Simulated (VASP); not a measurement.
# F (C2/m) in VASP: notebook, part 2 of 2

VASP 6.6.1. Earlier steps stand in the parts before.

### 4 Single point, PBEsol

File INCAR:

```
ALGO     = Normal         # electronic algorithm
EDIFF    = 1E-6           # SCF threshold, eV
ENCUT    = 520            # plane-wave cutoff, eV
GGA      = PS             # functional
ISIF     = 2              # what is computed and relaxed
ISMEAR   = 0              # smearing method
LASPH    = True           # aspherical terms in the spheres
LCHARG   = False          # write CHGCAR
LREAL    = False          # projectors in reciprocal space
LWAVE    = False          # write WAVECAR
NBANDS   = 22             # bands
NELM     = 80             # most SCF steps
PREC     = Accurate       # precision mode
SIGMA    = 0.05           # smearing width, eV
```

File KPOINTS:

```
k-points
0
Gamma
  4 4 2
```

File POSCAR:

```
F
1.0
    3.2389009936     -1.8615074069     -0.2498119861
    3.2389009936      1.8615074069     -0.2498119861
   -2.4354061261      0.0000000000      7.4548272690
F
4
Direct
    0.0848459664      0.0848459664      0.0979998919
    0.9151540336      0.9151540336      0.9020001081
    0.5015719855      0.5015719855      0.5937195244
    0.4984280145      0.4984280145      0.4062804756
```

Potentials or basis: VASP PAW PBE potentials, release 64 (F).

On the command line:

```console
> cat potpaw_PBE.64/F/POTCAR > POTCAR
> mpirun -np 1 vasp_std > vasp.out
```

OUTCAR:

```text
EDIFF = 1E-6
   ENCUT = 520
   GGA = PS
   ISIF = 2
   ISMEAR = 0
   LASPH = True
   LREAL = False
   NELM = 80
   PREC = Accurate

 ion  position               nearest neighbor table
   1  0.085  0.085  0.098-   2 1.51
   2  0.915  0.915  0.902-   1 1.51
   3  0.502  0.502  0.594-   4 1.46
   4  0.498  0.498  0.406-   3 1.46

  LATTYP: Found a base centered monoclinic cell.
 ALAT       =     6.4970410726
 B/A-ratio  =     0.5730323654
 C/A-ratio  =     1.2070962569
 COS(beta)  =    -0.3827161857

  Lattice vectors:

 A1 = (   3.2389009936,  -1.8615074069,  -0.2498119861)
 A2 = (   3.2389009936,   1.8615074069,  -0.2498119861)
 A3 = (  -2.4354061261,   0.0000000000,   7.4548272690)

Analysis of symmetry for initial positions (statically):
=====================================================================
 Subroutine PRICEL returns:
 Original cell was already a primitive cell.

 Routine SETGRP: Setting up the symmetry group for a
 base centered monoclinic supercell.

 Subroutine GETGRP returns: Found  4 space group operations
 (whereof  4 operations were pure point group operations)
 out of a pool of  4 trial point group operations.

The static configuration has the point symmetry C_2h.

Analysis of symmetry for dynamics (positions and initial velocities):
=====================================================================
 Subroutine PRICEL returns:
 Original cell was already a primitive cell.

 Routine SETGRP: Setting up the symmetry group for a
 base centered monoclinic supercell.

 Subroutine GETGRP returns: Found  4 space group operations
 (whereof  4 operations were pure point group operations)
 out of a pool of  4 trial point group operations.

The dynamic configuration has the point symmetry C_2h.

 Subroutine INISYM returns: Found  4 space group operations
 (whereof  4 operations are pure point group operations),
 and found     1 'primitive' translations

----------------------------------------------------------------------------------------

                                     Primitive cell

  volume of cell :      87.6288

  direct lattice vectors                    reciprocal lattice vectors
     3.238900994 -1.861507407 -0.249811986     0.158363645 -0.268599522  0.051735577
     3.238900994  1.861507407 -0.249811986     0.158363645  0.268599522  0.051735577
    -2.435406126  0.000000000  7.454827269     0.010613562  0.000000000  0.137608599

  length of vectors
     3.744074719  3.744074719  7.842553960     0.316071696  0.316071696  0.138017297

  position of ions in fractional coordinates (direct lattice)
     0.084845966  0.084845966  0.097999892
     0.915154034  0.915154034  0.902000108
     0.501571986  0.501571986  0.593719524
     0.498428015  0.498428015  0.406280476

  ion indices of the primitive-cell ions
   primitive index   ion index
                 1           1
                 2           2
                 3           3
                 4           4

[... 24 lines left out ...]
 Found     14 irreducible k-points:

 Following reciprocal coordinates:
            Coordinates               Weight
  0.000000  0.000000  0.000000      1.000000
  0.250000  0.000000 -0.000000      4.000000
  0.500000  0.000000 -0.000000      2.000000
  0.250000  0.250000 -0.000000      2.000000
  0.500000  0.250000 -0.000000      4.000000
 -0.250000  0.250000  0.000000      2.000000
  0.500000  0.500000 -0.000000      1.000000
  0.000000  0.000000  0.500000      1.000000
  0.250000  0.000000  0.500000      4.000000
  0.500000  0.000000  0.500000      2.000000
  0.250000  0.250000  0.500000      2.000000
  0.500000  0.250000  0.500000      4.000000
 -0.250000  0.250000  0.500000      2.000000
  0.500000  0.500000  0.500000      1.000000
   k-points           NKPTS =     14   k-points in BZ     NKDIM =     14   number of bands    NBANDS=     22
   number of dos      NEDOS =    301   number of ions     NIONS =      4
   total plane-waves  NPLWV =  47040
   dimension x,y,z NGX =    28 NGY =   28 NGZ =   60
   dimension x,y,z NGXF=    56 NGYF=   56 NGZF=  120
   ions per type =               4
   NGX,Y,Z   is equivalent  to a cutoff of  12.43, 12.43, 12.72 a.u.
   NGXF,Y,Z  is equivalent  to a cutoff of  24.87, 24.87, 25.44 a.u.
 SYSTEM =  unknown system
   PREC   = accura    normal or accurate (medium, high low for compatibility)
   ISTART =      0    job   : 0-new  1-cont  2-samecut
   ICHARG =      2    charge: 1-file 2-atom 10-const
   ISPIN  =      1    spin polarized calculation?
   LNONCOLLINEAR =      F non collinear calculations
   LSORBIT =      F    spin-orbit coupling
   LASPH  =      T    aspherical Exc in radial PAW
   ENCUT  =  520.0 eV  38.22 Ry    6.18 a.u.   6.96  6.96 14.58*2*pi/ulx,y,z
   NELM   =     80;   NELMIN=  2; NELMDL= -5     # of ELM steps
   EDIFF  = 0.1E-05   stopping-criterion for ELM
   LREAL  =      F    real-space projection
   EDIFFG = 0.1E-04   stopping-criterion for IOM
   NSW    =      0    number of steps for IOM
   IBRION =     -1    ionic relax: 0-MD 1-quasi-New 2-CG
   NFREE  =      0    steps in history (QN), initial steepest desc. (CG)
   ISIF   =      2    stress and relaxation
   ISYM   =      2    0-nonsym 1-usesym 2-fastsym
   POTIM  = 0.5000    time-step for ionic-motion
   TEBEG  =    0.0;   TEEND  =   0.0 temperature during run
   PSTRESS=    0.0 pullay stress
   NELECT =      28.0000    total number of electrons
   NUPDOWN=      -1.0000    fix difference up-down
   EMIN   =  10.00;   EMAX   =-10.00  energy-range for DOS
   EFERMI =   0.00;   METHOD = LEGACY
   ISMEAR =     0;   SIGMA  =   0.05  broadening in eV -4-tet -1-fermi 0-gaus
   EFERMI_NEDOS =   21; number of points for ismear=-14 and -15
   IALGO  =     38    algorithm
   IMIX   =      4    mixing-type and parameters
     AMIX     =   0.40;   BMIX     =  1.00
     AMIX_MAG =   1.60;   BMIX_MAG =  1.00
  volume/ion in A,a.u.               =      21.91       147.84
  Fermi-wavevector in a.u.,A,eV,Ry     =   1.119211  2.115002 17.043104  1.252633
  Thomas-Fermi vector in A             =   2.255848
   LORBIT       =      0    0 simple, 1 ext, 2 COOP (PROOUT), +10 PAW based schemes
   GGA     = PS    functional components
   LHFCALC =     F    Hartree Fock is set to
   AEXX    =    0.0000 exact exchange contribution
   IVDW    =     0    specifies the selected vdW correction
   LEPSILON=     F    determine dielectric tensor
   LRPA    =     F    only Hartree local field effects (RPA)
 non-spin polarized calculation
 Gauss-broadening in eV      SIGMA  =   0.05
  energy-cutoff  :      520.00
  volume of cell :       87.63
 maximum number of plane-waves:      2382
   NGX = 13   NGY = 13   NGZ = 29

 number of electron      27.9999985 magnetization

 Free energy of the ion-electron system (eV)
  ---------------------------------------------------
  ext. energy  EPLUGINS =         0.00000000
  ---------------------------------------------------
  free energy    TOTEN  =        -7.60786449 eV

  energy without entropy =       -7.60786449  energy(sigma->0) =       -7.60786449

 E-fermi :  -6.3415     XC(G=0):  -6.2775

 val. band max:       -6.5802335196   @ k =   0.5000   0.5000  -0.0000
 cond. band min:      -4.4495136399   @ k =   0.0000   0.0000   0.0000
 fundamental gap:      2.1307198797
 Fermi energy:        -6.3415175988

 k-point     1 :       0.0000    0.0000    0.0000
  band No.  band energies     occupation
      1     -30.5662      2.00000
      2     -29.8776      2.00000
      3     -25.1765      2.00000
      4     -24.9926      2.00000
      5     -12.5216      2.00000
      6     -11.9634      2.00000
[... 339 lines left out ...]
     21       8.1033      0.00000
     22       8.1370      0.00000

------------------------ aborting loop because EDIFF is reached ----------------------------------------

  FORCE on cell =-STRESS in cart. coord.  units (eV):
  Direction    XX          YY          ZZ          XY          YZ          ZX
  --------------------------------------------------------------------------------------
  -------------------------------------------------------------------------------------
  Total       -1.2179224     -0.2847222     -5.8282278      0.0000000      0.0000000     -0.8631777
  in kB      -22.2681088     -5.2057700   -106.5614779      0.0000000      0.0000000    -15.7820683
  external PRESSURE =     -44.6784522 kB  Pullay stress =       0.0000000 kB

 VOLUME and BASIS-vectors are now :
 -----------------------------------------------------------------------------
  energy-cutoff  :      520.00
  volume of cell :       87.63
      direct lattice vectors                 reciprocal lattice vectors
     3.238900994 -1.861507407 -0.249811986     0.158363645 -0.268599522  0.051735577
     3.238900994  1.861507407 -0.249811986     0.158363645  0.268599522  0.051735577
    -2.435406126  0.000000000  7.454827269     0.010613562  0.000000000  0.137608599

 POSITION                                       TOTAL-FORCE (eV/Angst)
 -----------------------------------------------------------------------------------
      0.31095      0.00000      0.68818        -1.062966      0.000000     -2.369849
      3.73145      0.00000      6.26702         1.062966      0.000000      2.369849
      1.80314      0.00000      4.17548         0.501007      0.000000     -1.535565
      2.23926      0.00000      2.77972        -0.501007      0.000000      1.535565
 -----------------------------------------------------------------------------------
    total drift:                                0.000000      0.000000     -0.000000

  FREE ENERGIE OF THE ION-ELECTRON SYSTEM (eV)
  ---------------------------------------------------
  free  energy   TOTEN  =        -7.6078644851 eV

  energy  without entropy=       -7.6078644851  energy(sigma->0) =       -7.60786449
```

It took 54 s on 1 thread of Intel Xeon 8259CL, shared host; peak memory 0.19 GiB.

What came out:

- Free energy: -7.6079 eV
- Pressure: -4.5 GPa
- Largest force: 2.597 eV/Å
- Band gap on the k mesh: 2.13 eV, indirect (least direct gap 2.21 eV)

Forces in eV/Å, atoms in the order of the input:
```
F   -1.063  0.000 -2.370
F    1.063  0.000  2.370
F    0.501  0.000 -1.536
F   -0.501  0.000  1.536
```

Levels at points of the mesh, in eV from the valence-band top:
| k point | band 10 | band 11 | band 12 | band 13 | band 14 | band 15 | band 16 | band 17 | band 18 | band 19 |
| --- | --- | --- | --- | --- | --- | --- | --- | --- | --- | --- |
| (0.00, 0.00, 0.00) | -2.63 | -0.25 | -0.11 | -0.08 | -0.08 | 2.13 | 2.85 | 8.75 | 11.17 | 11.81 |
| (0.50, 0.00, 0.00) | -2.70 | -0.25 | -0.24 | -0.20 | -0.15 | 2.33 | 2.76 | 12.38 | 12.54 | 13.92 |
| (0.50, 0.50, 0.00) | -2.70 | -0.26 | -0.21 | -0.14 | 0.00 | 2.30 | 2.75 | 12.77 | 12.81 | 13.07 |
| (0.00, 0.00, 0.50) | -2.63 | -0.20 | -0.14 | -0.10 | -0.09 | 2.27 | 2.70 | 9.48 | 9.55 | 14.45 |
| (0.50, 0.00, 0.50) | -2.69 | -0.35 | -0.25 | -0.15 | -0.05 | 2.27 | 2.80 | 12.30 | 13.05 | 13.36 |
| (0.50, 0.50, 0.50) | -2.72 | -0.26 | -0.22 | -0.11 | -0.10 | 2.33 | 2.76 | 12.33 | 12.41 | 14.42 |

Caveat: the k points lie up to 0.50 Å⁻¹ apart; the PAW data sets were made with another functional, which shifts forces and pressure a little. A k mesh can miss the band edges.
